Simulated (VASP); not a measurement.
A run of VASP 6.6.1 is set up as follows.

Contents of INCAR:

```
  PREC = Accurate
  ENCUT = 600
  EDIFF = 1E-6
  ISMEAR = 0
  SIGMA = 0.01
  LREAL = False
  LASPH = True
  NELM = 120
  ALGO = Normal
  ISIF = 2
  LWAVE = False
  LCHARG = True
  LELF = True
  LVHAR = True
  NBANDS = 16
  GGA_COMPAT = False
```

KPOINTS

```
regular mesh
0
Gamma
  7 7 4
```

File POSCAR:

```
AlN
1.0
    3.0276690160      0.0000000000      0.0000000000
   -1.5138345080      2.6220382802      0.0000000000
    0.0000000000      0.0000000000      4.8444649434
Al N
2 2
Direct
    0.3333333333      0.6666666667      0.0000000000
    0.6666666667      0.3333333333      0.5000000000
    0.3333333333      0.6666666667      0.3800000000
    0.6666666667      0.3333333333      0.8800000000
```

Potentials or basis: VASP PAW LDA potentials, release 64 (Al, N).

The run is started by

```console
$ cat potpaw_LDA.64/Al/POTCAR potpaw_LDA.64/N/POTCAR > POTCAR
$ mpirun -np 1 vasp_std > vasp.out
```

What does it give for the largest force?

0.189 eV/Å.

Predict the pressure.

15.1 GPa.

Estimate the band gap on the k mesh.

5.00 eV, direct.

Stress tensor (GPa, compression positive):
```
14.69  0.00  0.00
 0.00 14.69  0.00
 0.00  0.00 15.83
```

A k mesh can miss the band edges.
